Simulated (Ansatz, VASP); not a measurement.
Two plane-wave programs on SrZrO2

Contents of INCAR:

```
SYSTEM = SrZrO2
PREC = Accurate ; ENCUT = 520
EDIFF = 1E-6 ; ISMEAR = 0
SIGMA = 0.1 ; LREAL = .FALSE.
LASPH = .TRUE. ; NELM = 60
ALGO = Normal ; ISIF = 2
LWAVE = .FALSE. ; LCHARG = .TRUE.
GGA = PE ; LELF = .TRUE.
LVHAR = .TRUE. ; NBANDS = 44
```

File KPOINTS:

```
Automatic mesh
0
G
  6 6 4
  0 0 0
```

Contents of POSCAR:

```
SrZrO2
1.0
    4.8921788000      0.0000000000      0.0000000000
   -2.4460894000      4.2367511200      0.0000000000
    0.0000000000      0.0000000000      6.8679514300
Sr Zr O
2 2 4
Direct
    0.3333333300      0.6666666700      0.5000000000
    0.6666666700      0.3333333300      0.5000000000
    0.3333333300      0.6666666700      0.0000000000
    0.6666666700      0.3333333300      0.0000000000
    0.3333333300      0.6666666700      0.2247518200
    0.6666666700      0.3333333300      0.2247518200
    0.6666666700      0.3333333300      0.7752481800
    0.3333333300      0.6666666700      0.7752481800
```

Input for Ansatz:

```yaml
crystal:
  lattice:
    - [4.8921788, 0.0, 0.0]
    - [-2.4460894, 4.23675112, 0.0]
    - [0.0, 0.0, 6.86795143]
  atoms:
    - { symbol: Sr, position: [0.33333333, 0.66666667, 0.5] }
    - { symbol: Sr, position: [0.66666667, 0.33333333, 0.5] }
    - { symbol: Zr, position: [0.33333333, 0.66666667, 0.0] }
    - { symbol: Zr, position: [0.66666667, 0.33333333, 0.0] }
    - { symbol: O, position: [0.33333333, 0.66666667, 0.22475182] }
    - { symbol: O, position: [0.66666667, 0.33333333, 0.22475182] }
    - { symbol: O, position: [0.66666667, 0.33333333, 0.77524818] }
    - { symbol: O, position: [0.33333333, 0.66666667, 0.77524818] }
basis:
  ecutwfc: 420
kpoints:
  mp_grid: { grid: [6, 6, 4] }
hamiltonian:
  xc: pbe
scf:
  occupations: { method: gaussian, width: 0.1 }
  lower_state_search: "off"
output:
  forces: true
  stress: true
  eigenvalues: true
```

Alike in both runs: task single point; functional PBE; k mesh 6 × 6 × 4; occupations gaussian, width 0.1 eV; no spin polarisation.

```csv
,VASP,Ansatz
version,VASP 6.6.1,Ansatz 0.2.0
potentials or method,"VASP PAW PBE potentials, release 64 (Sr_sv, Zr_sv, O), cutoff 520 eV","scalar-relativistic, plane waves, PAW"
valence electrons in the cell,68,68
```

```csv
,VASP,Ansatz,Ansatz less VASP
gap on the k mesh at the Fermi level (eV),none,none,-
rms of the force components (eV/Å),6.996,7.125,+0.1294
```

Atom by atom the forces differ by 0.129 eV/Å (rms over components). A gap of «none» marks a metal or a gap that the smearing closes.
